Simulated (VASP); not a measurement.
# SnSe in VASP: a series of runs, part 2 of 2

VASP 6.6.1. Earlier steps stand in the parts before.

### 3 Single point, LDA

INCAR reads:

```
ALGO = Normal
EDIFF = 1E-6
ENCUT = 520
GGA = CA
ISIF = 2
ISMEAR = 0
LASPH = True
LCHARG = True
LELF = True
LREAL = False
LVHAR = True
LWAVE = False
NBANDS = 28
NELM = 80
PREC = Accurate
SIGMA = 0.05
```

KPOINTS reads:

```
k-points
0
Gamma
  6 6 4
```

POSCAR reads:

```
SnSe
1.0
    4.2853274191      0.0000000000      0.0000000000
    0.0000000000      4.2853274191      0.0000000000
    0.0000000000      0.0000000000     10.9906921300
Sn Se
2 2
Direct
    0.5000000000      0.0000000000      0.3722291100
    0.0000000000      0.5000000000      0.6277708900
    0.5000000000      0.0000000000      0.6092155340
    0.0000000000      0.5000000000      0.3771365540
```

Potentials or basis: VASP PAW LDA potentials, release 64 (Sn_d, Se).

Launch:

```
$ cat potpaw_LDA.64/Sn_d/POTCAR potpaw_LDA.64/Se/POTCAR > POTCAR
$ mpirun -np 1 vasp_std > vasp.out
```

OUTCAR:

```text
EDIFF = 1E-6
   ENCUT = 520
   GGA = CA
   ISIF = 2
   ISMEAR = 0
   LASPH = True
   LREAL = False
   NELM = 80
   PREC = Accurate

 ion  position               nearest neighbor table
   1  0.500  0.000  0.372-   3 2.60   4 3.03   4 3.03   4 3.03   4 3.03
   2  0.000  0.500  0.628-   4 2.75   3 3.04   3 3.04   3 3.04   3 3.04
   3  0.500  0.000  0.609-   1 2.60   2 3.04   2 3.04   2 3.04   2 3.04
   4  0.000  0.500  0.377-   2 2.75   1 3.03   1 3.03   1 3.03   1 3.03

[... 945 lines left out ...]

  FORCE on cell =-STRESS in cart. coord.  units (eV):
  Direction    XX          YY          ZZ          XY          YZ          ZX
  --------------------------------------------------------------------------------------
  -------------------------------------------------------------------------------------
  Total       -2.2285354     -2.2285354     -0.4408275      0.0000000      0.0000000      0.0000000
  in kB      -17.6903758    -17.6903758     -3.4993403      0.0000000      0.0000000      0.0000000
  external PRESSURE =     -12.9600306 kB  Pullay stress =       0.0000000 kB

 VOLUME and BASIS-vectors are now :
 -----------------------------------------------------------------------------
  energy-cutoff  :      520.00
  volume of cell :      201.83
      direct lattice vectors                 reciprocal lattice vectors
     4.285327419  0.000000000  0.000000000     0.233354398  0.000000000  0.000000000
     0.000000000  4.285327419  0.000000000     0.000000000  0.233354398  0.000000000
     0.000000000  0.000000000 10.990692130     0.000000000  0.000000000  0.090986081

 POSITION                                       TOTAL-FORCE (eV/Angst)
 -----------------------------------------------------------------------------------
      2.14266      0.00000      4.09106         0.000000      0.000000     -0.346113
      0.00000      2.14266      6.89964         0.000000      0.000000     -0.657130
      2.14266      0.00000      6.69570         0.000000      0.000000      0.541139
      0.00000      2.14266      4.14499         0.000000      0.000000      0.462103
 -----------------------------------------------------------------------------------
    total drift:                                0.000000      0.000000      0.000275

  FREE ENERGIE OF THE ION-ELECTRON SYSTEM (eV)
  ---------------------------------------------------
  free  energy   TOTEN  =       -18.3944844546 eV

  energy  without entropy=      -18.3944844546  energy(sigma->0) =      -18.39448445
```

stdout:

```text
POSCAR found type information on POSCAR SnSe
 POSCAR found :  2 types and       4 ions
 scaLAPACK will be used
 LDA part: xc-table for (Slater(with rela. corr.)+CA(PZ))
 , standard interpolation
 POSCAR, INCAR and KPOINTS ok, starting setup
 FFT: planning ... GRIDC
 FFT: planning ... GRID_SOFT
 FFT: planning ... GRID
 WAVECAR not read
 entering main loop
```

Run time: 3.2 min. Hardware: 1 thread of Intel Xeon 8259CL, shared host; peak memory 0.32 GiB.

What came out:

| Item | Value |
| --- | --- |
| Free energy | -18.3945 eV |
| Largest force | 0.657 eV/Å |
| Band gap on the k mesh | 1.41 eV |

Forces in eV/Å, atoms in the order of the input:
```
Sn   0.000  0.000 -0.346
Sn   0.000  0.000 -0.657
Se   0.000  0.000  0.541
Se   0.000  0.000  0.462
```

Caveat: the cell differs from its parent crystal (all Se atoms moved +0.075 Å, as atom 3 towards its neighbour atom 1 (Sn) at 2.680 Å); spin-orbit coupling is left out, which moves the levels of the heavy elements.

### 4 Single point, LDA

INCAR reads:

```
PREC = Accurate
ENCUT = 520
EDIFF = 1E-7
ISMEAR = 0
SIGMA = 0.05
LREAL = F
LASPH = T
NELM = 60
ALGO = Normal
ISIF = 2
LWAVE = F
LCHARG = T
GGA = CA
LELF = T
LVHAR = T
NBANDS = 28
```

KPOINTS reads:

```
Automatic mesh
0
Gamma
  6 6 4
```

POSCAR: that of step 3 with these lines changed.

```diff
@@ -10,3 +10,3 @@
     0.0000000000      0.5000000000      0.6277708900
-    0.5000000000      0.0000000000      0.6092155340
-    0.0000000000      0.5000000000      0.3771365540
+    0.5000000000      0.0000000000      0.6205887940
+    0.0000000000      0.5000000000      0.3885098140
```

Launch:

```
$ cat potpaw_LDA.64/Sn_d/POTCAR potpaw_LDA.64/Se/POTCAR > POTCAR
$ mpirun -np 1 vasp_std > vasp.out
```

It took 4.4 min on 1 thread of Intel Xeon 8259CL, shared host; peak memory 0.33 GiB.

It converged, with:

```yaml
Free_energy: -18.4153 eV
Largest_force: 0.524 eV/Å
Band_gap_on_the_k_mesh: 1.43 eV
```

Forces in eV/Å, atoms in the order of the input:
```
Sn   0.000  0.000  0.524
Sn   0.000  0.000  0.142
Se   0.000  0.000 -0.327
Se   0.000  0.000 -0.338
```

Levels at points of the mesh, in eV from the valence-band top:
```
           k point  band 17  band 18  band 19  band 20  band 21  band 22  band 23  band 24
(0.00, 0.00, 0.00)    -2.95    -1.61    -1.61    -0.21     1.62     3.82     3.83     4.37
(0.50, 0.00, 0.00)    -1.51    -1.35    -0.34    -0.07     1.47     1.58     2.01     2.16
(0.50, 0.50, 0.00)    -3.13    -3.13    -1.62    -1.59     3.51     3.88     4.60     4.60
(0.00, 0.00, 0.50)    -2.95    -1.61    -1.61    -0.21     1.48     3.82     4.37     4.37
(0.50, 0.00, 0.50)    -1.51    -1.35    -0.34    -0.07     1.47     1.58     2.01     2.16
(0.50, 0.50, 0.50)    -3.13    -3.13    -1.62    -1.59     3.48     3.85     4.63     4.63
```

Caveat: the cell differs from its parent crystal (all Se atoms moved -0.050 Å, as atom 3 towards its neighbour atom 1 (Sn) at 2.680 Å); spin-orbit coupling is left out, which moves the levels of the heavy elements.

### 5 Single point, LDA

INCAR reads:

```
SYSTEM = SnSe
ALGO     = Normal         ! electronic algorithm
EDIFF    = 1E-6           ! SCF threshold, eV
ENCUT    = 520            ! plane-wave cutoff, eV
ISIF     = 2              ! what is computed and relaxed
ISMEAR   = 0              ! smearing method
LASPH    = .True.         ! aspherical terms in the spheres
LCHARG   = .False.        ! write CHGCAR
LREAL    = .False.        ! projectors in reciprocal space
LWAVE    = .False.        ! write WAVECAR
NBANDS   = 28             ! bands
NELM     = 80             ! most SCF steps
PREC     = Accurate       ! precision mode
SIGMA    = 0.05           ! smearing width, eV
```

KPOINTS reads:

```
k-points
0
Gamma
  6 6 4
  0 0 0
```

POSCAR: that of step 4 with these lines changed.

```diff
@@ -10,3 +10,3 @@
     0.0000000000      0.5000000000      0.6277708900
-    0.5000000000      0.0000000000      0.6205887940
-    0.0000000000      0.5000000000      0.3885098140
+    0.5000000000      0.0000000000      0.6137648380
+    0.0000000000      0.5000000000      0.3816858580
```

Launch:

```
$ cat potpaw_LDA.64/Sn_d/POTCAR potpaw_LDA.64/Se/POTCAR > POTCAR
$ mpirun -np 1 vasp_std > vasp.out
```

Run time: 3.9 min. Hardware: 1 thread of Intel Xeon 8259CL, shared host; peak memory 0.32 GiB.

It converged, with:

- Free energy: -18.4278 eV
- Largest force: 0.379 eV/Å
- Band gap on the k mesh: 1.45 eV

Forces in eV/Å, atoms in the order of the input:
```
Sn   0.000  0.000  0.047
Sn   0.000  0.000 -0.379
Se   0.000  0.000  0.151
Se   0.000  0.000  0.181
```

Levels at points of the mesh, in eV from the valence-band top:
```tsv
k point	band 18	band 19	band 20	band 21	band 22	band 23
(0.00, 0.00, 0.00)	-1.61	-1.61	-0.20	1.64	3.83	3.84
(0.50, 0.00, 0.00)	-1.38	-0.26	-0.12	1.51	1.56	2.06
(0.50, 0.50, 0.00)	-3.13	-1.61	-1.59	3.61	3.80	4.69
(0.00, 0.00, 0.50)	-1.61	-1.61	-0.20	1.50	3.83	4.40
(0.50, 0.00, 0.50)	-1.38	-0.26	-0.12	1.51	1.56	2.06
(0.50, 0.50, 0.50)	-3.13	-1.60	-1.59	3.58	3.76	4.74
```

Caveat: the cell differs from its parent crystal (all Se atoms moved +0.025 Å, as atom 3 towards its neighbour atom 1 (Sn) at 2.680 Å); spin-orbit coupling is left out, which moves the levels of the heavy elements.

### 6 Overview

```tsv
cell	gap on the mesh (eV)	largest force (eV/Å)
as given, atomic positions A	1.35	0.78
as given, atomic positions B	1.41	0.66
as given, atomic positions C	1.43	0.52
as given, atomic positions D	1.45	0.38
```

Alike in all rows: task single point; level LDA; potentials or basis VASP PAW LDA potentials, release 64 (Sn_d, Se); no spin polarisation; k mesh 6 × 6 × 4; cutoff (eV) 520; smearing gaussian 0.05 eV.

Caveats: spin-orbit coupling is left out, which moves the levels of the heavy elements.

Absolute energies hang on the potentials; compare differences alone.
